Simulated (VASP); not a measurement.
# CaO (Fm-3m) in VASP: further runs

The runs below take CaO through single point, with PBE.

All numbers are computed with VASP 6.6.1; they aren't measurements. Logs are shortened: lines on timing, memory, paths and dates and some standing lists are left out, and cuts for length are marked.

**1. The cell of the first run**

Symmetry: Fm-3m, No. 225, cubic system. The conventional cell has a = 4.603 Å, b = 4.603 Å, c = 4.603 Å, α = 90.00°, β = 90.00°, γ = 90.00°. Within 3.0 Å of Ca (site symmetry m-3m) lie 6 O at 2.30 Å. Within 3.0 Å of O (site symmetry m-3m) lie 6 Ca at 2.30 Å.

**2. Single point, PBE (strain -4.0%)**

File INCAR:

```
PREC = Accurate ; ENCUT = 520
EDIFF = 1E-6 ; ISMEAR = 0
SIGMA = 0.01 ; LREAL = False
LASPH = True ; NELM = 100
ALGO = Normal ; ISIF = 2
LWAVE = False ; LCHARG = False
GGA = PE ; NBANDS = 15
```

File KPOINTS:

```
regular mesh
0
Gamma
  6 6 6
```

File POSCAR:

```
CaO
1.0
    0.0000000000      2.3016481058      2.3016481058
    2.3016481058      0.0000000000      2.3016481058
    2.3016481058      2.3016481058      0.0000000000
Ca O
1 1
Direct
    0.0000000000      0.0000000000      0.0000000000
    0.5000000000      0.5000000000      0.5000000000
```

Potentials or basis: VASP PAW PBE potentials, release 64 (Ca_sv, O).

Started as:

```bash
cat potpaw_PBE.64/Ca_sv/POTCAR potpaw_PBE.64/O/POTCAR > POTCAR
mpirun -np 1 vasp_std > vasp.out
```

OUTCAR:

```text
PREC = Accurate
   ENCUT = 520
   EDIFF = 1E-6
   ISMEAR = 0
   LREAL = False
   LASPH = True
   NELM = 100
   ISIF = 2
   GGA = PE

 ion  position               nearest neighbor table
   1  0.000  0.000  0.000-   2 2.30   2 2.30   2 2.30   2 2.30   2 2.30   2 2.30
   2  0.500  0.500  0.500-   1 2.30   1 2.30   1 2.30   1 2.30   1 2.30   1 2.30

  LATTYP: Found a face centered cubic cell.
 ALAT       =     4.6032962116

  Lattice vectors:

 A1 = (   0.0000000000,   2.3016481058,   2.3016481058)
 A2 = (   2.3016481058,   0.0000000000,   2.3016481058)
 A3 = (   2.3016481058,   2.3016481058,   0.0000000000)

Analysis of symmetry for initial positions (statically):
=====================================================================
 Subroutine PRICEL returns:
 Original cell was already a primitive cell.

 Routine SETGRP: Setting up the symmetry group for a
 face centered cubic supercell.

 Subroutine GETGRP returns: Found 48 space group operations
 (whereof 48 operations were pure point group operations)
 out of a pool of 48 trial point group operations.

The static configuration has the point symmetry O_h .

Analysis of symmetry for dynamics (positions and initial velocities):
=====================================================================
 Subroutine PRICEL returns:
 Original cell was already a primitive cell.

 Routine SETGRP: Setting up the symmetry group for a
 face centered cubic supercell.

 Subroutine GETGRP returns: Found 48 space group operations
 (whereof 48 operations were pure point group operations)
 out of a pool of 48 trial point group operations.

The dynamic configuration has the point symmetry O_h .

 Subroutine INISYM returns: Found 48 space group operations
 (whereof 48 operations are pure point group operations),
 and found     1 'primitive' translations

----------------------------------------------------------------------------------------

                                     Primitive cell

  volume of cell :      24.3863

  direct lattice vectors                    reciprocal lattice vectors
     0.000000000  2.301648106  2.301648106    -0.217235640  0.217235640  0.217235640
     2.301648106  0.000000000  2.301648106     0.217235640 -0.217235640  0.217235640
     2.301648106  2.301648106  0.000000000     0.217235640  0.217235640 -0.217235640

  length of vectors
     3.255021967  3.255021967  3.255021967     0.376263166  0.376263166  0.376263166

  position of ions in fractional coordinates (direct lattice)
     0.000000000  0.000000000  0.000000000
     0.500000000  0.500000000  0.500000000

  ion indices of the primitive-cell ions
   primitive index   ion index
                 1           1
                 2           2

----------------------------------------------------------------------------------------

 KPOINTS: regular mesh

Automatic generation of k-mesh.
 Grid dimensions read from file:
 generate k-points for:    6    6    6

 Generating k-lattice:

  Cartesian coordinates                     Fractional coordinates (reciprocal lattice)
    -0.036205940  0.036205940  0.036205940     0.166666667  0.000000000  0.000000000
     0.036205940 -0.036205940  0.036205940     0.000000000  0.166666667  0.000000000
     0.036205940  0.036205940 -0.036205940     0.000000000  0.000000000  0.166666667

  Length of vectors
     0.062710528  0.062710528  0.062710528

  Shift w.r.t. Gamma in fractional coordinates (k-lattice)
     0.000000000  0.000000000  0.000000000

 Subroutine IBZKPT returns following result:
 ===========================================

 Found     16 irreducible k-points:

 Following reciprocal coordinates:
            Coordinates               Weight
  0.000000  0.000000  0.000000      1.000000
  0.166667  0.000000  0.000000      8.000000
  0.333333  0.000000  0.000000      8.000000
  0.500000  0.000000  0.000000      4.000000
  0.166667  0.166667  0.000000      6.000000
  0.333333  0.166667  0.000000     24.000000
[... 8 lines left out ...]
 -0.333333  0.333333  0.166667     24.000000
 -0.333333  0.500000  0.166667     12.000000
   k-points           NKPTS =     16   k-points in BZ     NKDIM =     16   number of bands    NBANDS=     15
   number of dos      NEDOS =    301   number of ions     NIONS =      2
   total plane-waves  NPLWV =  13824
   dimension x,y,z NGX =    24 NGY =   24 NGZ =   24
   dimension x,y,z NGXF=    48 NGYF=   48 NGZF=   48
   ions per type =               1   1
   NGX,Y,Z   is equivalent  to a cutoff of  12.26, 12.26, 12.26 a.u.
   NGXF,Y,Z  is equivalent  to a cutoff of  24.52, 24.52, 24.52 a.u.
 SYSTEM =  unknown system
   PREC   = accura    normal or accurate (medium, high low for compatibility)
   ISTART =      0    job   : 0-new  1-cont  2-samecut
   ICHARG =      2    charge: 1-file 2-atom 10-const
   ISPIN  =      1    spin polarized calculation?
   LNONCOLLINEAR =      F non collinear calculations
   LSORBIT =      F    spin-orbit coupling
   LASPH  =      T    aspherical Exc in radial PAW
   ENCUT  =  520.0 eV  38.22 Ry    6.18 a.u.   6.05  6.05  6.05*2*pi/ulx,y,z
   NELM   =    100;   NELMIN=  2; NELMDL= -5     # of ELM steps
   EDIFF  = 0.1E-05   stopping-criterion for ELM
   LREAL  =      F    real-space projection
   EDIFFG = 0.1E-04   stopping-criterion for IOM
   NSW    =      0    number of steps for IOM
   IBRION =     -1    ionic relax: 0-MD 1-quasi-New 2-CG
   NFREE  =      0    steps in history (QN), initial steepest desc. (CG)
   ISIF   =      2    stress and relaxation
   ISYM   =      2    0-nonsym 1-usesym 2-fastsym
   POTIM  = 0.5000    time-step for ionic-motion
   TEBEG  =    0.0;   TEEND  =   0.0 temperature during run
   PSTRESS=    0.0 pullay stress
   NELECT =      16.0000    total number of electrons
   NUPDOWN=      -1.0000    fix difference up-down
   EMIN   =  10.00;   EMAX   =-10.00  energy-range for DOS
   EFERMI =   0.00;   METHOD = LEGACY
   ISMEAR =     0;   SIGMA  =   0.01  broadening in eV -4-tet -1-fermi 0-gaus
   EFERMI_NEDOS =   21; number of points for ismear=-14 and -15
   IALGO  =     38    algorithm
   IMIX   =      4    mixing-type and parameters
     AMIX     =   0.40;   BMIX     =  1.00
     AMIX_MAG =   1.60;   BMIX_MAG =  1.00
  volume/ion in A,a.u.               =      12.19        82.28
  Fermi-wavevector in a.u.,A,eV,Ry     =   1.422545  2.688220 27.533202  2.023633
  Thomas-Fermi vector in A             =   2.543237
   LORBIT       =      0    0 simple, 1 ext, 2 COOP (PROOUT), +10 PAW based schemes
   GGA     = PE    functional components
   LHFCALC =     F    Hartree Fock is set to
   AEXX    =    0.0000 exact exchange contribution
   IVDW    =     0    specifies the selected vdW correction
   LEPSILON=     F    determine dielectric tensor
   LRPA    =     F    only Hartree local field effects (RPA)
 non-spin polarized calculation
 Gauss-broadening in eV      SIGMA  =   0.01
  energy-cutoff  :      520.00
  volume of cell :       24.39
 maximum number of plane-waves:       680
   NGX = 13   NGY = 13   NGZ = 13

 number of electron      16.0000004 magnetization

 Free energy of the ion-electron system (eV)
  ---------------------------------------------------
  ext. energy  EPLUGINS =         0.00000000
  ---------------------------------------------------
  free energy    TOTEN  =       -12.56463436 eV

  energy without entropy =      -12.56463436  energy(sigma->0) =      -12.56463436

 E-fermi :   3.2941     XC(G=0): -11.1247

 val. band max:        3.1439013418   @ k =   0.0000   0.0000   0.0000
 cond. band min:       6.6956790568   @ k =   0.5000   0.5000   0.0000
 fundamental gap:      3.5517777150
 Fermi energy:         3.2940892057

 k-point     1 :       0.0000    0.0000    0.0000
  band No.  band energies     occupation
      1     -34.0048      2.00000
      2     -14.6440      2.00000
      3     -14.6440      2.00000
      4     -14.6440      2.00000
      5     -12.6439      2.00000
      6       3.1439      2.00000
      7       3.1439      2.00000
      8       3.1439      2.00000
      9       8.9918      0.00000
     10       9.6598      0.00000
     11       9.6598      0.00000
     12       9.6598      0.00000
     13      11.4037      0.00000
     14      11.4037      0.00000
     15      19.0264      0.00000

 k-point     2 :       0.1667    0.0000    0.0000
  band No.  band energies     occupation
      1     -33.9597      2.00000
      2     -15.2874      2.00000
      3     -14.6625      2.00000
      4     -14.6625      2.00000
      5     -11.9992      2.00000
      6       2.2097      2.00000
      7       2.7015      2.00000
      8       2.7015      2.00000
      9       9.6155      0.00000
     10      10.1920      0.00000
     11      10.1990      0.00000
     12      10.1990      0.00000
     13      12.1799      0.00000
     14      12.1799      0.00000
     15      20.1512      0.00000

 k-point     3 :       0.3333    0.0000    0.0000
  band No.  band energies     occupation
      1     -33.8682      2.00000
      2     -16.1253      2.00000
      3     -14.6989      2.00000
      4     -14.6989      2.00000
      5     -11.1517      2.00000
      6       0.7867      2.00000
      7       1.9689      2.00000
      8       1.9689      2.00000
      9      10.1304      0.00000
     10      11.4510      0.00000
     11      11.4510      0.00000
     12      12.1018      0.00000
     13      13.7503      0.00000
     14      13.7503      0.00000
     15      19.9603      0.00000
[... 199 lines left out ...]
 k-point    15 :      -0.3333    0.3333    0.1667
  band No.  band energies     occupation
      1     -33.7805      2.00000
      2     -15.8774      2.00000
      3     -15.1514      2.00000
      4     -14.9503      2.00000
      5     -11.4849      2.00000
      6       1.2473      2.00000
      7       2.0026      2.00000
      8       2.0101      2.00000
      9      10.1187      0.00000
     10      10.1281      0.00000
     11      12.7970      0.00000
     12      13.0595      0.00000
     13      14.2758      0.00000
     14      17.4714      0.00000
     15      18.6221      0.00000

 k-point    16 :      -0.3333    0.5000    0.1667
  band No.  band energies     occupation
      1     -33.7672      2.00000
      2     -15.4314      2.00000
      3     -15.3239      2.00000
      4     -15.1422      2.00000
      5     -11.8814      2.00000
      6       1.9109      2.00000
      7       1.9913      2.00000
      8       2.3439      2.00000
      9       8.3327      0.00000
     10      11.4262      0.00000
     11      12.4265      0.00000
     12      13.5731      0.00000
     13      13.7981      0.00000
     14      17.4997      0.00000
     15      18.6148      0.00000

------------------------ aborting loop because EDIFF is reached ----------------------------------------

  FORCE on cell =-STRESS in cart. coord.  units (eV):
  Direction    XX          YY          ZZ          XY          YZ          ZX
  --------------------------------------------------------------------------------------
  -------------------------------------------------------------------------------------
  Total        3.3436802      3.3436802      3.3436802      0.0000000     -0.0000000      0.0000000
  in kB      219.6790003    219.6790003    219.6790003      0.0000000     -0.0000000      0.0000000
  external PRESSURE =     219.6790003 kB  Pullay stress =       0.0000000 kB

 VOLUME and BASIS-vectors are now :
 -----------------------------------------------------------------------------
  energy-cutoff  :      520.00
  volume of cell :       24.39
      direct lattice vectors                 reciprocal lattice vectors
     0.000000000  2.301648106  2.301648106    -0.217235640  0.217235640  0.217235640
     2.301648106  0.000000000  2.301648106     0.217235640 -0.217235640  0.217235640
     2.301648106  2.301648106  0.000000000     0.217235640  0.217235640 -0.217235640

 POSITION                                       TOTAL-FORCE (eV/Angst)
 -----------------------------------------------------------------------------------
      0.00000      0.00000      0.00000        -0.000000     -0.000000     -0.000000
      2.30165      2.30165      2.30165         0.000000      0.000000      0.000000
 -----------------------------------------------------------------------------------
    total drift:                                0.000000     -0.000000     -0.000000

  FREE ENERGIE OF THE ION-ELECTRON SYSTEM (eV)
  ---------------------------------------------------
  free  energy   TOTEN  =       -12.5646343572 eV

  energy  without entropy=      -12.5646343572  energy(sigma->0) =      -12.56463436
```

Run time: 2.9 s. Hardware: 1 thread of Intel Xeon 6975P-C (Granite Rapids), shared host; peak memory 0.13 GiB.

Results:

- Free energy: -12.5646 eV
- Pressure: 22.0 GPa
- Band gap on the k mesh: 3.55 eV, indirect (least direct gap 3.88 eV)

Levels at points of the mesh, in eV from the valence-band top:
```
           k point  band 4  band 5  band 6  band 7  band 8  band 9  band 10  band 11  band 12  band 13
(0.00, 0.00, 0.00)  -17.79  -15.79    0.00    0.00    0.00    5.85     6.52     6.52     6.52     8.26
(0.50, 0.00, 0.00)  -17.86  -13.95   -2.96   -1.49   -1.49    7.66     9.06     9.06     9.54    11.54
(0.50, 0.50, 0.00)  -18.14  -15.58   -1.20   -0.33   -0.33    3.55     9.05     9.63    10.42    10.42
```

Caveat: the cell differs from its parent crystal (strain -4.0%).

**3. Single point, PBE (strain -5.0%)**

File INCAR:

```
SYSTEM = CaO
PREC = Accurate ; ENCUT = 520
EDIFF = 1E-6 ; ISMEAR = 0
SIGMA = 0.01 ; LREAL = .FALSE.
LASPH = .TRUE. ; NELM = 60
ALGO = Normal ; ISIF = 2
LWAVE = .FALSE. ; LCHARG = .FALSE.
GGA = PE ; NBANDS = 15
```

File KPOINTS:

```
regular mesh
0
G
  6 6 6
  0 0 0
```

File POSCAR:

```
CaO
1.0
    0.0000000000      2.2776726047      2.2776726047
    2.2776726047      0.0000000000      2.2776726047
    2.2776726047      2.2776726047      0.0000000000
Ca O
1 1
Direct
    0.0000000000      0.0000000000      0.0000000000
    0.5000000000      0.5000000000      0.5000000000
```

Potentials or basis: VASP PAW PBE potentials, release 64 (Ca_sv, O).

Started as:

```bash
cat potpaw_PBE.64/Ca_sv/POTCAR potpaw_PBE.64/O/POTCAR > POTCAR
mpirun -np 1 vasp_std > vasp.out
```

Run time: 2.9 s. Hardware: 1 thread of Intel Xeon 6975P-C (Granite Rapids), shared host; peak memory 0.13 GiB.

Results (log left out):

```
Free energy            : -12.4453 eV
Pressure               : 28.5 GPa
Band gap on the k mesh : 3.52 eV, indirect (least direct gap 3.83 eV)
```

Levels at points of the mesh, in eV from the valence-band top:
```tsv
k point	band 4	band 5	band 6	band 7	band 8	band 9	band 10	band 11	band 12	band 13
(0.00, 0.00, 0.00)	-17.64	-15.85	0.00	0.00	0.00	6.15	6.58	6.58	6.58	8.38
(0.50, 0.00, 0.00)	-17.72	-13.83	-3.04	-1.57	-1.57	7.81	9.24	9.24	9.81	11.82
(0.50, 0.50, 0.00)	-18.03	-15.66	-1.16	-0.31	-0.31	3.52	9.31	9.81	10.64	10.64
```

Caveat: the cell differs from its parent crystal (strain -5.0%). A k mesh can miss the band edges.

**4. Single point, PBE**

This run uses another cell than the first one, of 13.78 Å³/atom, 1.130 times its volume.

File INCAR:

```
SYSTEM = CaO
ALGO = Normal
EDIFF = 1E-6
ENCUT = 520
GGA = PE
ISIF = 2
ISMEAR = 0
LASPH = .True.
LCHARG = .False.
LREAL = .False.
LWAVE = .False.
NBANDS = 15
NELM = 80
PREC = Accurate
SIGMA = 0.01
```

File KPOINTS:

```
k-points
0
Gamma
  6 6 6
  0 0 0
```

File POSCAR:

```
CaO
1.0
    0.0000000000      2.3975501103      2.3975501103
    2.3975501103      0.0000000000      2.3975501103
    2.3975501103      2.3975501103      0.0000000000
Ca O
1 1
Direct
    0.0000000000      0.0000000000      0.0000000000
    0.5000000000      0.5000000000      0.5000000000
```

Started as:

```bash
cat potpaw_PBE.64/Ca_sv/POTCAR potpaw_PBE.64/O/POTCAR > POTCAR
mpirun -np 1 vasp_std > vasp.out
```

Run time: 4.4 s. Hardware: 1 thread of Intel Xeon 6975P-C (Granite Rapids), shared host; peak memory 0.15 GiB.

The run converged. Its results:

| Item | Value |
| --- | --- |
| Free energy | -12.7976 eV |
| Pressure | 3.1 GPa |
| Band gap on the k mesh | 3.63 eV, indirect (least direct gap 4.01 eV) |

Levels at points of the mesh, in eV from the valence-band top:
```
           k point  band 5  band 6  band 7  band 8  band 9  band 10  band 11  band 12
(0.00, 0.00, 0.00)  -15.55    0.00    0.00    0.00    4.77     6.24     6.24     6.24
(0.50, 0.00, 0.00)  -14.32   -2.66   -1.22   -1.22    7.08     8.39     8.39     8.56
(0.50, 0.50, 0.00)  -15.31   -1.30   -0.37   -0.37    3.63     8.10     8.93     9.58
```

A k mesh can miss the band edges. Expect the measured gap to be larger: semilocal functionals such as PBE lack the derivative discontinuity.

**5. The runs side by side**

| cell | gap on the mesh (eV) | pressure (GPa) |
| --- | --- | --- |
| a = 3.255 Å, angles 60.0°, 2 atoms | 3.55 | 22.0 |
| a = 3.221 Å, angles 60.0°, 2 atoms | 3.52 | 28.5 |
| a = 3.391 Å, angles 60.0°, 2 atoms | 3.63 | 3.1 |

Alike in all rows: task single point; level PBE; potentials or basis VASP PAW PBE potentials, release 64 (Ca_sv, O); no spin polarisation; k mesh 6 × 6 × 6; cutoff (eV) 520; smearing gaussian 0.01 eV.

Total energies depend on the potentials used, so only differences within one code and one set of settings carry meaning.
